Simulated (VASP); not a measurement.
# CuO (C2/c) in VASP: a series of runs

CuO is run at these levels: PBE; tasks: single point.

Program: VASP 6.6.1. These are calculated values, not measurements. Logs are shortened: lines on timing, memory, paths and dates and some standing lists are left out, and cuts for length are marked.

## 1. The cell of the first run

The typed cell holds 4 atoms: a = 2.949 Å, b = 5.935 Å, c = 2.949 Å, α = 60.22°, β = 90.15°, γ = 90.06°.

## 2. Single point, PBE

The input, INCAR:

```
SYSTEM = CuO
PREC = Accurate
ENCUT = 520
EDIFF = 1E-7
ISMEAR = 0
SIGMA = 0.1
LREAL = .False.
LASPH = .True.
NELM = 100
ALGO = Normal
ISIF = 2
LWAVE = .False.
LCHARG = .True.
GGA = PE
LELF = .True.
LVHAR = .True.
NBANDS = 25
ISYM = 0
```

The input, KPOINTS:

```
Automatic mesh
0
Gamma
  12 6 13
  0 0 0
```

The input, POSCAR:

```
CuO
1.0
    2.9487853379      0.0000000000      0.0000000000
   -0.0065615440      5.9349027735      0.0000000000
   -0.0075954162      1.4645962699      2.5593426979
Cu O
2 2
Direct
    0.0000000000      0.0000000000      0.5000000000
    0.5000000000      0.5000000000      0.5000000000
    0.4999171481      0.2500000000      0.2499171481
    0.5000828519      0.7500000000      0.7500828519
```

Potentials or basis: VASP PAW PBE potentials, release 64 (Cu, O).

Launch:

```console
$ cat potpaw_PBE.64/Cu/POTCAR potpaw_PBE.64/O/POTCAR > POTCAR
$ mpirun -np 1 vasp_std > vasp.out
```

OUTCAR:

```text
SYSTEM = CuO
   PREC = Accurate
   ENCUT = 520
   EDIFF = 1E-7
   ISMEAR = 0
   LREAL = .False.
   LASPH = .True.
   NELM = 100
   ISIF = 2
   GGA = PE
   ISYM = 0

 ion  position               nearest neighbor table
   1  0.000  0.000  0.500-   4 1.96   3 1.96   4 1.96   3 1.96
   2  0.500  0.500  0.500-   3 1.96   4 1.96   3 1.96   4 1.96
   3  0.500  0.250  0.250-   1 1.96   2 1.96   1 1.96   2 1.96
   4  0.500  0.750  0.750-   1 1.96   2 1.96   1 1.96   2 1.96

IMPORTANT INFORMATION: All symmetrisations will be switched off!
NOSYMM: (Re-)initialisation of all symmetry stuff for point group C_1.

----------------------------------------------------------------------------------------

                                     Primitive cell

  volume of cell :      44.7904

  direct lattice vectors                    reciprocal lattice vectors
     2.948785338  0.000000000  0.000000000     0.339122685  0.000374929  0.000791867
    -0.006561544  5.934902774  0.000000000     0.000000000  0.168494757 -0.096421942
    -0.007595416  1.464596270  2.559342698     0.000000000  0.000000000  0.390725322

  length of vectors
     2.948785338  5.934906401  2.948785338     0.339123816  0.194133135  0.390725322

  position of ions in fractional coordinates (direct lattice)
     0.000000000  1.000000000  0.500000000
     0.500000000  0.500000000  0.500000000
     0.499917148  0.250000000  0.249917148
     0.500082852  0.750000000  0.750082852

  ion indices of the primitive-cell ions
   primitive index   ion index
                 1           1
                 2           2
                 3           3
                 4           4

----------------------------------------------------------------------------------------

 KPOINTS: Automatic mesh

Automatic generation of k-mesh.
 Grid dimensions read from file:
 generate k-points for:   12    6   13

 Generating k-lattice:

  Cartesian coordinates                     Fractional coordinates (reciprocal lattice)
     0.028260224  0.000031244  0.000065989     0.083333333  0.000000000  0.000000000
     0.000000000  0.028082459 -0.016070324     0.000000000  0.166666667  0.000000000
     0.000000000  0.000000000  0.030055794     0.000000000  0.000000000  0.076923077

  Length of vectors
     0.028260318  0.032355522  0.030055794

  Shift w.r.t. Gamma in fractional coordinates (k-lattice)
     0.000000000  0.000000000  0.000000000

 -----------------------------------------------------------------------------
|                                                                             |
|           W    W    AA    RRRRR   N    N  II  N    N   GGGG   !!!           |
|           W    W   A  A   R    R  NN   N  II  NN   N  G    G  !!!           |
|           W    W  A    A  R    R  N N  N  II  N N  N  G       !!!           |
|           W WW W  AAAAAA  RRRRR   N  N N  II  N  N N  G  GGG   !            |
|           WW  WW  A    A  R   R   N   NN  II  N   NN  G    G                |
|           W    W  A    A  R    R  N    N  II  N    N   GGGG   !!!           |
|                                                                             |
|     Your reciprocal lattice and k-lattice belong to different lattice       |
|     classes:                                                                |
|                                                                             |
|        The reciprocal lattice is base-centered monoclinic,                  |
|        whereas your k-lattice is triclinic.                                 |
|                                                                             |
|     Results are often still useful ...                                      |
|                                                                             |
 -----------------------------------------------------------------------------

 WARNING: IBZKPT: internal override: KBLOWUP is changed to .FALSE.
      ... skipping the blow-up phase ...

 Subroutine IBZKPT returns following result:
 ===========================================

 Found    470 irreducible k-points:

 Following reciprocal coordinates:
            Coordinates               Weight
  0.000000  0.000000  0.000000      1.000000
  0.083333  0.000000 -0.000000      2.000000
  0.166667  0.000000 -0.000000      2.000000
  0.250000  0.000000 -0.000000      2.000000
  0.333333  0.000000 -0.000000      2.000000
  0.416667 -0.000000 -0.000000      2.000000
[... 16 lines left out ...]
  0.250000  0.333333 -0.000000      2.000000
  0.333333  0.333333 -0.000000      2.000000
 [... further k-points ...]
   k-points           NKPTS =    470   k-points in BZ     NKDIM =    470   number of bands    NBANDS=     25
   number of dos      NEDOS =    301   number of ions     NIONS =      4
   total plane-waves  NPLWV =  27648
   dimension x,y,z NGX =    24 NGY =   48 NGZ =   24
   dimension x,y,z NGXF=    48 NGYF=   96 NGZF=   48
   ions per type =               2   2
   NGX,Y,Z   is equivalent  to a cutoff of  13.53, 13.45, 13.53 a.u.
   NGXF,Y,Z  is equivalent  to a cutoff of  27.06, 26.89, 27.06 a.u.
 SYSTEM =  CuO
   PREC   = accura    normal or accurate (medium, high low for compatibility)
   ISTART =      0    job   : 0-new  1-cont  2-samecut
   ICHARG =      2    charge: 1-file 2-atom 10-const
   ISPIN  =      1    spin polarized calculation?
   LNONCOLLINEAR =      F non collinear calculations
   LSORBIT =      F    spin-orbit coupling
   LASPH  =      T    aspherical Exc in radial PAW
   ENCUT  =  520.0 eV  38.22 Ry    6.18 a.u.   5.48 11.03  5.48*2*pi/ulx,y,z
   NELM   =    100;   NELMIN=  2; NELMDL= -5     # of ELM steps
   EDIFF  = 0.1E-06   stopping-criterion for ELM
   LREAL  =      F    real-space projection
   EDIFFG = 0.1E-05   stopping-criterion for IOM
   NSW    =      0    number of steps for IOM
   IBRION =     -1    ionic relax: 0-MD 1-quasi-New 2-CG
   NFREE  =      0    steps in history (QN), initial steepest desc. (CG)
   ISIF   =      2    stress and relaxation
   ISYM   =      0    0-nonsym 1-usesym 2-fastsym
   POTIM  = 0.5000    time-step for ionic-motion
   TEBEG  =    0.0;   TEEND  =   0.0 temperature during run
   PSTRESS=    0.0 pullay stress
   NELECT =      34.0000    total number of electrons
   NUPDOWN=      -1.0000    fix difference up-down
   EMIN   =  10.00;   EMAX   =-10.00  energy-range for DOS
   EFERMI =   0.00;   METHOD = LEGACY
   ISMEAR =     0;   SIGMA  =   0.10  broadening in eV -4-tet -1-fermi 0-gaus
   EFERMI_NEDOS =   21; number of points for ismear=-14 and -15
   IALGO  =     38    algorithm
   IMIX   =      4    mixing-type and parameters
     AMIX     =   0.40;   BMIX     =  1.00
     AMIX_MAG =   1.60;   BMIX_MAG =  1.00
  volume/ion in A,a.u.               =      11.20        75.57
  Fermi-wavevector in a.u.,A,eV,Ry     =   1.493388  2.822095 30.343829  2.230209
  Thomas-Fermi vector in A             =   2.605795
   LORBIT       =      0    0 simple, 1 ext, 2 COOP (PROOUT), +10 PAW based schemes
   GGA     = PE    functional components
   LHFCALC =     F    Hartree Fock is set to
   AEXX    =    0.0000 exact exchange contribution
   IVDW    =     0    specifies the selected vdW correction
   LEPSILON=     F    determine dielectric tensor
   LRPA    =     F    only Hartree local field effects (RPA)
 non-spin polarized calculation
 Gauss-broadening in eV      SIGMA  =   0.10
  energy-cutoff  :      520.00
  volume of cell :       44.79
 maximum number of plane-waves:      1236
 NGX is ok and might be reduce to    24

 number of electron      33.9999999 magnetization

 Free energy of the ion-electron system (eV)
  ---------------------------------------------------
  ext. energy  EPLUGINS =         0.00000000
  ---------------------------------------------------
  free energy    TOTEN  =       -19.73659569 eV

  energy without entropy =      -19.72439190  energy(sigma->0) =      -19.73049379

 E-fermi :   4.7770     XC(G=0): -11.2569

 val. band max:        4.7760563194   @ k =   0.4167  -0.0000   0.0769
 cond. band min:       4.7773681736   @ k =  -0.4167   0.0000   0.0769
 fundamental gap:      0.0013118542
 Fermi energy:         4.7769759420

 k-point     1 :       0.0000    0.0000    0.0000
  band No.  band energies     occupation
      1     -14.9483      2.00000
      2     -13.6548      2.00000
      3      -3.2353      2.00000
      4      -0.6013      2.00000
      5      -0.5960      2.00000
      6       1.0877      2.00000
[... 17 lines left out ...]
     24      19.1798      0.00000
     25      19.4823      0.00000

 k-point     2 :       0.0833    0.0000   -0.0000
  band No.  band energies     occupation
      1     -14.9132      2.00000
      2     -13.6441      2.00000
      3      -3.1724      2.00000
      4      -0.6306      2.00000
      5      -0.5808      2.00000
      6       0.6755      2.00000
[... 17 lines left out ...]
     24      19.2904      0.00000
     25      19.5231      0.00000

 k-point     3 :       0.1667    0.0000   -0.0000
  band No.  band energies     occupation
      1     -14.8145      2.00000
      2     -13.6148      2.00000
      3      -2.9953      2.00000
      4      -0.7027      2.00000
      5      -0.5309      2.00000
      6      -0.0964      2.00000
[... 17 lines left out ...]
     24      19.5341      0.00000
     25      19.5445      0.00000

 k-point     4 :       0.2500    0.0000   -0.0000
  band No.  band energies     occupation
      1     -14.6746      2.00000
      2     -13.5744      2.00000
      3      -2.7402      2.00000
      4      -0.9047      2.00000
      5      -0.7646      2.00000
      6      -0.4607      2.00000
[... 17 lines left out ...]
     24      19.2581      0.00000
     25      19.6431      0.00000

 k-point     5 :       0.3333    0.0000   -0.0000
  band No.  band energies     occupation
      1     -14.5278      2.00000
      2     -13.5337      2.00000
      3      -2.4677      2.00000
      4      -1.5917      2.00000
      5      -0.7767      2.00000
      6      -0.3882      2.00000
[... 17 lines left out ...]
     24      18.5496      0.00000
     25      19.5144      0.00000

 k-point     6 :       0.4167   -0.0000   -0.0000
  band No.  band energies     occupation
      1     -14.4159      2.00000
      2     -13.5036      2.00000
      3      -2.2587      2.00000
      4      -2.0465      2.00000
      5      -0.7386      2.00000
      6      -0.3336      2.00000
[... 17 lines left out ...]
     24      17.5492      0.00000
     25      19.3617      0.00000
[... 393 lines left out ...]
 k-point    21 :       0.0833    0.3333   -0.0000
  band No.  band energies     occupation
      1     -14.6385      2.00000
      2     -14.0112      2.00000
      3      -2.1898      2.00000
      4      -0.6565      2.00000
      5      -0.5684      2.00000
      6       0.1818      2.00000
[... 17 lines left out ...]
     24      18.8010      0.00000
     25      19.6841      0.00000

 k-point    22 :       0.1667    0.3333   -0.0000
  band No.  band energies     occupation
      1     -14.5541      2.00000
      2     -13.9575      2.00000
      3      -2.1175      2.00000
      4      -0.7742      2.00000
      5      -0.5619      2.00000
      6       0.0056      2.00000
[... 17 lines left out ...]
     24      18.5313      0.00000
     25      19.7855      0.00000

 k-point    23 :       0.2500    0.3333   -0.0000
  band No.  band energies     occupation
      1     -14.4384      2.00000
      2     -13.8789      2.00000
      3      -2.0295      2.00000
      4      -0.9146      2.00000
      5      -0.6190      2.00000
      6      -0.5558      2.00000
[... 17 lines left out ...]
     24      18.7080      0.00000
     25      19.7976      0.00000

 k-point    24 :       0.3333    0.3333   -0.0000
  band No.  band energies     occupation
      1     -14.3231      2.00000
      2     -13.7930      2.00000
      3      -1.9290      2.00000
      4      -1.4427      2.00000
      5      -0.7427      2.00000
      6      -0.5529      2.00000
[... 17 lines left out ...]
     24      18.9594      0.00000
     25      19.7105      0.00000

 [... further k-points ...]

------------------------ aborting loop because EDIFF is reached ----------------------------------------

  FORCE on cell =-STRESS in cart. coord.  units (eV):
  Direction    XX          YY          ZZ          XY          YZ          ZX
  --------------------------------------------------------------------------------------
  -------------------------------------------------------------------------------------
  Total        0.1470607      0.2336566      0.1735409      0.0021291     -0.0497501      0.0045611
  in kB        5.2604381      8.3580191      6.2076494      0.0761597     -1.7795886      0.1631536
  external PRESSURE =       6.6087022 kB  Pullay stress =       0.0000000 kB

 VOLUME and BASIS-vectors are now :
 -----------------------------------------------------------------------------
  energy-cutoff  :      520.00
  volume of cell :       44.79
      direct lattice vectors                 reciprocal lattice vectors
     2.948785338  0.000000000  0.000000000     0.339122685  0.000374929  0.000791867
    -0.006561544  5.934902774  0.000000000     0.000000000  0.168494757 -0.096421942
    -0.007595416  1.464596270  2.559342698     0.000000000  0.000000000  0.390725322

 POSITION                                       TOTAL-FORCE (eV/Angst)
 -----------------------------------------------------------------------------------
     -0.00380      0.73230      1.27967         0.000000     -0.000061      0.000035
      1.46731      3.69975      1.27967        -0.000000      0.000038     -0.000021
      1.47061      1.84975      0.63962         0.000114      0.001929      0.000406
      1.46402      5.54975      1.91972        -0.000114     -0.001906     -0.000420
 -----------------------------------------------------------------------------------
    total drift:                               -0.000001      0.000051     -0.000032

  FREE ENERGIE OF THE ION-ELECTRON SYSTEM (eV)
  ---------------------------------------------------
  free  energy   TOTEN  =       -19.7365956923 eV

  energy  without entropy=      -19.7243918952  energy(sigma->0) =      -19.73049379
```

Wall time 7.9 min (1 thread of Intel Xeon Platinum 8259CL at 2.50GHz (Skylake/Cascade Lake), shared host); peak memory 0.52 GiB.

Results:

```yaml
Free_energy: -19.7366 eV
Pressure: 0.7 GPa
Band_gap_on_the_k_mesh: zero (bands 17 and 18 overlap by 1.05 eV)
```

Levels at points of the mesh, in eV from the Fermi level:
| k point | band 15 | band 16 | band 17 | band 18 | band 19 | band 20 |
| --- | --- | --- | --- | --- | --- | --- |
| (0.00, 0.00, 0.00) | -2.28 | -1.90 | 0.65 | 0.66 | 1.37 | 6.08 |
| (0.50, 0.00, 0.00) | -1.58 | -1.50 | 0.20 | 0.45 | 3.74 | 5.81 |
| (0.00, 0.50, 0.00) | -1.56 | -1.56 | 0.10 | 0.10 | 3.44 | 3.44 |
| (0.50, 0.50, 0.00) | -2.02 | -1.83 | -0.19 | 0.66 | 4.33 | 5.83 |

Caveat: semilocal functionals often make such compounds metallic where correlation or magnetic order opens a gap, which also shifts bond lengths.

## 3. Single point, PBE

This run uses another cell than the first one, of the same volume but with other edges.

The input, INCAR:

```
PREC = Accurate ; ENCUT = 520
EDIFF = 1E-6 ; ISMEAR = 0
SIGMA = 0.1 ; LREAL = F
LASPH = T ; NELM = 60
ALGO = Normal ; ISIF = 2
LWAVE = F ; LCHARG = F
GGA = PE ; NBANDS = 25
```

The input, KPOINTS:

```
regular mesh
0
Gamma
  12 12 7
```

The input, POSCAR:

```
CuO
1.0
    2.9487853379      0.0000000000      0.0000000000
    0.0075954162      2.9487755559      0.0000000000
    0.0010338722      0.0010312126      5.1511041746
Cu O
2 2
Direct
    0.0000000000      0.5000000000      0.0000000000
    0.5000000000      0.0000000000      0.5000000000
    0.4999171481      0.5000828519      0.2500000000
    0.5000828519      0.4999171481      0.7500000000
```

Potentials or basis: VASP PAW PBE potentials, release 64 (Cu, O).

Launch:

```console
$ cat potpaw_PBE.64/Cu/POTCAR potpaw_PBE.64/O/POTCAR > POTCAR
$ mpirun -np 1 vasp_std > vasp.out
```

It took 91 s on 1 thread of Intel Xeon 6975P-C (Granite Rapids), shared host; peak memory 0.36 GiB.

Results (log left out):

- Free energy: -19.7382 eV
- Pressure: 0.7 GPa
- Band gap on the k mesh: zero (bands 17 and 18 overlap by 0.99 eV)

Stress tensor (GPa, compression positive):
```
 0.54 -0.02  0.00
-0.02  0.54  0.00
 0.00  0.00  0.92
```

Levels at points of the mesh, in eV from the Fermi level:
```tsv
k point	band 14	band 15	band 16	band 17	band 18	band 19	band 20	band 21
(0.00, 0.00, 0.00)	-2.37	-2.28	-1.90	0.65	0.66	1.38	6.08	7.25
(0.50, 0.00, 0.00)	-1.88	-1.58	-1.50	0.20	0.46	3.74	5.81	6.41
(0.50, 0.50, 0.00)	-2.35	-1.62	-1.21	-1.21	1.10	2.16	7.20	9.75
```

Caveat: semilocal functionals often make such compounds metallic where correlation or magnetic order opens a gap, which also shifts bond lengths.
